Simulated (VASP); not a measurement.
# Fe (P6_3/mmc) in VASP: relaxation of cell and atoms with PBE

Aim: the relaxation of cell and atoms of Fe with PBE.

Program: VASP 6.6.1. These are calculated values, not measurements. Logs are shortened: lines on timing, memory, paths and dates and some standing lists are left out, and cuts for length are marked.

### Step 1. The cell of the first run

The structure is hexagonal, space group P6_3/mmc (No. 194). The conventional cell has a = 2.429 Å, b = 2.429 Å, c = 3.760 Å, α = 90.00°, β = 90.00°, γ = 120.00°. Fe (site symmetry -6m2) has 12 Fe at 2.35 to 2.43 Å within 3.1 Å.

### Step 2. Relaxation of cell and atoms, PBE

File INCAR:

```
SYSTEM = Fe
ALGO     = Normal         ! electronic algorithm
EDIFF    = 1E-7           ! SCF threshold, eV
EDIFFG   = -0.01          ! ionic threshold
ENCUT    = 600            ! plane-wave cutoff, eV
GGA      = PE             ! functional
GGA_COMPAT= .False.      
IBRION   = 2              ! ionic algorithm
ISIF     = 3              ! what is computed and relaxed
ISMEAR   = -1             ! smearing method
LASPH    = .True.         ! aspherical terms in the spheres
LCHARG   = .False.        ! write CHGCAR
LREAL    = .False.        ! projectors in reciprocal space
LWAVE    = .False.        ! write WAVECAR
NELM     = 120            ! most SCF steps
NELMIN   = 4            
NSW      = 80             ! ionic steps
PREC     = Accurate       ! precision mode
SIGMA    = 0.1            ! smearing width, eV
```

File KPOINTS:

```
k-points
0
Gamma
  6 6 4
  0 0 0
```

File POSCAR:

```
Fe
1.0
    1.2145872455     -2.1037268194      0.0000000000
    1.2145872455      2.1037268194      0.0000000000
    0.0000000000      0.0000000000      3.7595899157
Fe
2
Direct
    0.3333333333      0.6666666667      0.2500000000
    0.6666666667      0.3333333333      0.7500000000
```

Potentials or basis: VASP PAW PBE potentials, release 64 (Fe).

Command:

```sh
cat potpaw_PBE.64/Fe/POTCAR > POTCAR
mpirun -np 1 vasp_std > vasp.out
```

OUTCAR:

```text
SYSTEM = Fe
   EDIFF = 1E-7
   EDIFFG = -0.01
   ENCUT = 600
   GGA = PE
   IBRION = 2
   ISIF = 3
   ISMEAR = -1
   LASPH = .True.
   LREAL = .False.
   NELM = 120
   NELMIN = 4
   NSW = 80
   PREC = Accurate

 ion  position               nearest neighbor table
   1  0.333  0.667  0.250-   2 2.35   2 2.35   2 2.35   2 2.35   2 2.35   2 2.35
   2  0.667  0.333  0.750-   1 2.35   1 2.35   1 2.35   1 2.35   1 2.35   1 2.35

  LATTYP: Found a hexagonal cell.
 ALAT       =     2.4291744910
 C/A-ratio  =     1.5476821157

  Lattice vectors:

 A1 = (   1.2145872455,  -2.1037268194,   0.0000000000)
 A2 = (   1.2145872455,   2.1037268194,   0.0000000000)
 A3 = (   0.0000000000,   0.0000000000,   3.7595899157)

Analysis of symmetry for initial positions (statically):
=====================================================================
 Subroutine PRICEL returns:
 Original cell was already a primitive cell.

 Routine SETGRP: Setting up the symmetry group for a
 hexagonal supercell.

 Subroutine GETGRP returns: Found 24 space group operations
 (whereof 12 operations were pure point group operations)
 out of a pool of 24 trial point group operations.

The static configuration has the point symmetry D_3d.
 The point group associated with its full space group is D_6h.

Analysis of symmetry for dynamics (positions and initial velocities):
=====================================================================
 Subroutine PRICEL returns:
 Original cell was already a primitive cell.

 Routine SETGRP: Setting up the symmetry group for a
 hexagonal supercell.

 Subroutine GETGRP returns: Found 24 space group operations
 (whereof 12 operations were pure point group operations)
 out of a pool of 24 trial point group operations.

The dynamic configuration has the point symmetry D_3d.
 The point group associated with its full space group is D_6h.

 Subroutine INISYM returns: Found 24 space group operations
 (whereof 12 operations are pure point group operations),
 and found     1 'primitive' translations

----------------------------------------------------------------------------------------

                                     Primitive cell

  volume of cell :      19.2127

  direct lattice vectors                    reciprocal lattice vectors
     1.214587245 -2.103726819  0.000000000     0.411662482 -0.237673445  0.000000000
     1.214587245  2.103726819  0.000000000     0.411662482  0.237673445  0.000000000
     0.000000000  0.000000000  3.759589916     0.000000000  0.000000000  0.265986457

  length of vectors
     2.429174491  2.429174491  3.759589916     0.475346890  0.475346890  0.265986457

  position of ions in fractional coordinates (direct lattice)
     0.333333333  0.666666667  0.250000000
     0.666666667  0.333333333  0.750000000

  ion indices of the primitive-cell ions
   primitive index   ion index
                 1           1
                 2           2

----------------------------------------------------------------------------------------

 KPOINTS: k-points

Automatic generation of k-mesh.
 Grid dimensions read from file:
 generate k-points for:    6    6    4

 Generating k-lattice:

  Cartesian coordinates                     Fractional coordinates (reciprocal lattice)
     0.068610414 -0.039612241  0.000000000     0.166666667  0.000000000  0.000000000
     0.068610414  0.039612241  0.000000000     0.000000000  0.166666667  0.000000000
     0.000000000  0.000000000  0.066496614     0.000000000  0.000000000  0.250000000

  Length of vectors
     0.079224482  0.079224482  0.066496614

  Shift w.r.t. Gamma in fractional coordinates (k-lattice)
     0.000000000  0.000000000  0.000000000

 Subroutine IBZKPT returns following result:
 ===========================================

 Found     21 irreducible k-points:

 Following reciprocal coordinates:
            Coordinates               Weight
  0.000000  0.000000  0.000000      1.000000
  0.166667  0.000000  0.000000      6.000000
  0.333333  0.000000  0.000000      6.000000
  0.500000  0.000000  0.000000      3.000000
  0.166667  0.166667  0.000000      6.000000
  0.333333  0.166667  0.000000     12.000000
[... 13 lines left out ...]
  0.333333  0.166667  0.500000     12.000000
  0.333333  0.333333  0.500000      2.000000
   k-points           NKPTS =     21   k-points in BZ     NKDIM =     21   number of bands    NBANDS=     12
   number of dos      NEDOS =    301   number of ions     NIONS =      2
   total plane-waves  NPLWV =  12000
   dimension x,y,z NGX =    20 NGY =   20 NGZ =   30
   dimension x,y,z NGXF=    40 NGYF=   40 NGZF=   60
   ions per type =               2
   NGX,Y,Z   is equivalent  to a cutoff of  13.69, 13.69, 13.27 a.u.
   NGXF,Y,Z  is equivalent  to a cutoff of  27.37, 27.37, 26.53 a.u.
 SYSTEM =  Fe
   PREC   = accura    normal or accurate (medium, high low for compatibility)
   ISTART =      0    job   : 0-new  1-cont  2-samecut
   ICHARG =      2    charge: 1-file 2-atom 10-const
   ISPIN  =      1    spin polarized calculation?
   LNONCOLLINEAR =      F non collinear calculations
   LSORBIT =      F    spin-orbit coupling
   LASPH  =      T    aspherical Exc in radial PAW
   ENCUT  =  600.0 eV  44.10 Ry    6.64 a.u.   4.85  4.85  7.51*2*pi/ulx,y,z
   NELM   =    120;   NELMIN=  4; NELMDL= -5     # of ELM steps
   EDIFF  = 0.1E-06   stopping-criterion for ELM
   LREAL  =      F    real-space projection
   EDIFFG = -.1E-01   stopping-criterion for IOM
   NSW    =     80    number of steps for IOM
   IBRION =      2    ionic relax: 0-MD 1-quasi-New 2-CG
   NFREE  =      1    steps in history (QN), initial steepest desc. (CG)
   ISIF   =      3    stress and relaxation
   ISYM   =      2    0-nonsym 1-usesym 2-fastsym
   POTIM  = 0.5000    time-step for ionic-motion
   TEBEG  =    0.0;   TEEND  =   0.0 temperature during run
   PSTRESS=    0.0 pullay stress
   NELECT =      16.0000    total number of electrons
   NUPDOWN=      -1.0000    fix difference up-down
   EMIN   =  10.00;   EMAX   =-10.00  energy-range for DOS
   EFERMI =   0.00;   METHOD = LEGACY
   ISMEAR =    -1;   SIGMA  =   0.10  broadening in eV -4-tet -1-fermi 0-gaus
   EFERMI_NEDOS =   21; number of points for ismear=-14 and -15
   IALGO  =     38    algorithm
   IMIX   =      4    mixing-type and parameters
     AMIX     =   0.40;   BMIX     =  1.00
     AMIX_MAG =   1.60;   BMIX_MAG =  1.00
  volume/ion in A,a.u.               =       9.61        64.83
  Fermi-wavevector in a.u.,A,eV,Ry     =   1.540229  2.910611 32.277177  2.372306
  Thomas-Fermi vector in A             =   2.646346
   LORBIT       =      0    0 simple, 1 ext, 2 COOP (PROOUT), +10 PAW based schemes
   GGA     = PE    functional components
   LHFCALC =     F    Hartree Fock is set to
   AEXX    =    0.0000 exact exchange contribution
   IVDW    =     0    specifies the selected vdW correction
   LEPSILON=     F    determine dielectric tensor
   LRPA    =     F    only Hartree local field effects (RPA)
 conjugate gradient relaxation of ions
 non-spin polarized calculation
  energy-cutoff  :      600.00
  volume of cell :       19.21
 maximum number of plane-waves:       675
 NGX is ok and might be reduce to    20
   NGX =  9   NGY =  9   NGZ = 15

--------------------------------------- Ionic step        1  -------------------------------------------

 number of electron      16.0000000 magnetization

 Free energy of the ion-electron system (eV)
  ---------------------------------------------------
  ext. energy  EPLUGINS =         0.00000000
  ---------------------------------------------------
  free energy    TOTEN  =       -16.24627241 eV

  energy without entropy =      -16.14651549  energy(sigma->0) =      -16.19639395

------------------------ aborting loop because EDIFF is reached ----------------------------------------

  FORCE on cell =-STRESS in cart. coord.  units (eV):
  Direction    XX          YY          ZZ          XY          YZ          ZX
  --------------------------------------------------------------------------------------
  -------------------------------------------------------------------------------------
  Total        2.0990228      2.0990228      3.1221482     -0.0000000     -0.0000000      0.0000000
  in kB      175.0407669    175.0407669    260.3607843     -0.0000000     -0.0000000      0.0000000
  external PRESSURE =     203.4807727 kB  Pullay stress =       0.0000000 kB

 VOLUME and BASIS-vectors are now :
 -----------------------------------------------------------------------------
  energy-cutoff  :      600.00
  volume of cell :       19.21
      direct lattice vectors                 reciprocal lattice vectors
     1.214587245 -2.103726819  0.000000000     0.411662482 -0.237673445  0.000000000
     1.214587245  2.103726819  0.000000000     0.411662482  0.237673445  0.000000000
     0.000000000  0.000000000  3.759589916     0.000000000  0.000000000  0.265986457

 POSITION                                       TOTAL-FORCE (eV/Angst)
 -----------------------------------------------------------------------------------
      1.21459      0.70124      0.93990        -0.000000      0.000000      0.000000
      1.21459     -0.70124      2.81969         0.000000     -0.000000      0.000000
 -----------------------------------------------------------------------------------
    total drift:                                0.000000     -0.000000     -0.000000

  FREE ENERGIE OF THE ION-ELECTRON SYSTEM (eV)
  ---------------------------------------------------
  free  energy   TOTEN  =       -16.2462724130 eV
[... 233 lines left out ...]
 VOLUME and BASIS-vectors are now :
 -----------------------------------------------------------------------------
  energy-cutoff  :      600.00
  volume of cell :       20.46
      direct lattice vectors                 reciprocal lattice vectors
     1.233854441 -2.137098581  0.000000000     0.405234186 -0.233962066 -0.000000000
     1.233854441  2.137098581  0.000000000     0.405234186  0.233962066 -0.000000000
     0.000000000  0.000000000  3.878988377    -0.000000000  0.000000000  0.257799174

 POSITION                                       TOTAL-FORCE (eV/Angst)
 -----------------------------------------------------------------------------------
      1.23385      0.71237      0.96975         0.000000      0.000000      0.000000
      1.23385     -0.71237      2.90924        -0.000000     -0.000000      0.000000
 -----------------------------------------------------------------------------------
    total drift:                                0.000000      0.000000     -0.000000

  FREE ENERGIE OF THE ION-ELECTRON SYSTEM (eV)
  ---------------------------------------------------
  free  energy   TOTEN  =       -16.3238574341 eV

  energy  without entropy=      -16.2127903124  energy(sigma->0) =      -16.26832387

--------------------------------------- Ionic step        9  -------------------------------------------

 number of electron      15.9999999 magnetization

 Free energy of the ion-electron system (eV)
  ---------------------------------------------------
  ext. energy  EPLUGINS =         0.00000000
  ---------------------------------------------------
  free energy    TOTEN  =       -16.32389654 eV

  energy without entropy =      -16.21305745  energy(sigma->0) =      -16.26847699

 E-fermi :   6.9948     XC(G=0): -13.7762

 val. band max:        6.9254147223   @ k =   0.3333   0.0000   0.2500
 cond. band min:       6.9978767957   @ k =   0.5000   0.0000   0.5000
 fundamental gap:      0.0724620734
 Fermi energy:         6.9948171712

 k-point     1 :       0.0000    0.0000    0.0000
  band No.  band energies     occupation
      1      -2.0196      2.00000
      2       1.9757      2.00000
      3       5.2516      2.00000
      4       5.2516      2.00000
      5       5.4186      2.00000
      6       5.7253      1.99999
      7       5.7253      1.99999
      8       6.0292      1.99987
      9       6.0292      1.99987
     10       7.5005      0.01265
     11       7.6082      0.00433
     12       7.6082      0.00433

 k-point     2 :       0.1667    0.0000    0.0000
  band No.  band energies     occupation
      1      -1.0279      2.00000
      2       2.5441      2.00000
      3       4.5524      2.00000
      4       4.8696      2.00000
      5       5.4625      2.00000
      6       5.6924      2.00000
      7       5.8008      1.99999
      8       5.9884      1.99991
      9       6.0283      1.99987
     10       6.2000      1.99929
     11       7.7587      0.00096
     12      10.8968      0.00000
[... 296 lines left out ...]
 VOLUME and BASIS-vectors are now :
 -----------------------------------------------------------------------------
  energy-cutoff  :      600.00
  volume of cell :       20.43
      direct lattice vectors                 reciprocal lattice vectors
     1.233335357 -2.136199501  0.000000000     0.405404740 -0.234060536 -0.000000000
     1.233335357  2.136199501 -0.000000000     0.405404740  0.234060536 -0.000000000
     0.000000000  0.000000000  3.876523145    -0.000000000  0.000000000  0.257963119

 POSITION                                       TOTAL-FORCE (eV/Angst)
 -----------------------------------------------------------------------------------
      1.23334      0.71207      0.96913         0.000000      0.000000      0.000000
      1.23334     -0.71207      2.90739        -0.000000     -0.000000      0.000000
 -----------------------------------------------------------------------------------
    total drift:                                0.000000      0.000000     -0.000000

  FREE ENERGIE OF THE ION-ELECTRON SYSTEM (eV)
  ---------------------------------------------------
  free  energy   TOTEN  =       -16.3238965423 eV

  energy  without entropy=      -16.2130574463  energy(sigma->0) =      -16.26847699

 reached required accuracy - stopping structural energy minimisation
```

Wall time 29 s (1 thread of Intel Xeon Platinum 8488C (Sapphire Rapids), shared host); peak memory 0.13 GiB.

Results:

```
Free energy                            : -16.3239 eV
Relaxed volume                         : 10.21 Å³/atom
Relaxed cell                           : a = 2.467 Å, b = 2.467 Å, c = 3.877 Å, α = 90.00°, β = 90.00°, γ = 120.00°
Space group after relaxing (to 0.05 Å) : P6_3/mmc (No. 194)
Energy gained by relaxing              : 38.8 meV/atom
Ionic steps                            : 9
Pressure after relaxing                : 0.0 GPa
Band gap on the k mesh                 : zero (band 8 reaches 7.69 eV, above the bottom of band 9 at 6.03 eV)
```

The path:
| step | energy change (eV) | largest force (eV/Å) | pressure (GPa) | volume (Å³) |
| --- | --- | --- | --- | --- |
| 1 | 0.0000 | 0.0000 | 20.35 | 19.21 |
| 2 | 0.1232 | 0.0000 | -24.19 | 22.80 |
| 3 | -0.0767 | 0.0000 | -0.85 | 20.49 |
| 4 | -0.0768 | 0.0000 | -0.32 | 20.45 |
| 5 | -0.0768 | 0.0000 | 0.04 | 20.43 |
| 6 | -0.0776 | 0.0000 | 0.36 | 20.40 |
| 7 | -0.0776 | 0.0000 | 0.32 | 20.41 |
| 8 | -0.0776 | 0.0000 | -0.40 | 20.46 |
| 9 | -0.0776 | 0.0000 | 0.03 | 20.43 |

Final structure:
```
CELL_PARAMETERS angstrom
1.23334 -2.13620 0.00000
1.23334 2.13620 0.00000
0.00000 0.00000 3.87652
ATOMIC_POSITIONS crystal
Fe 0.33333 0.66667 0.25000
Fe 0.66667 0.33333 0.75000
```

Levels at points of the mesh, in eV from the Fermi level:
```tsv
k point	band 5	band 6	band 7	band 8	band 9	band 10	band 11	band 12
(0.00, 0.00, 0.00)	-1.58	-1.27	-1.27	-0.97	-0.97	0.51	0.61	0.61
(0.50, 0.00, 0.00)	-2.07	-1.59	-1.14	0.70	0.93	0.99	2.56	4.69
(0.00, 0.00, 0.50)	-1.87	-1.87	-1.87	-1.87	0.23	0.23	0.23	0.23
(0.50, 0.00, 0.50)	-0.75	-0.75	0.00	0.00	0.84	0.84	2.37	2.37
```

Caveat: the k points lie up to 0.49 Å⁻¹ apart in the final cell; the run has no spin polarisation, though such a crystal can be magnetic.
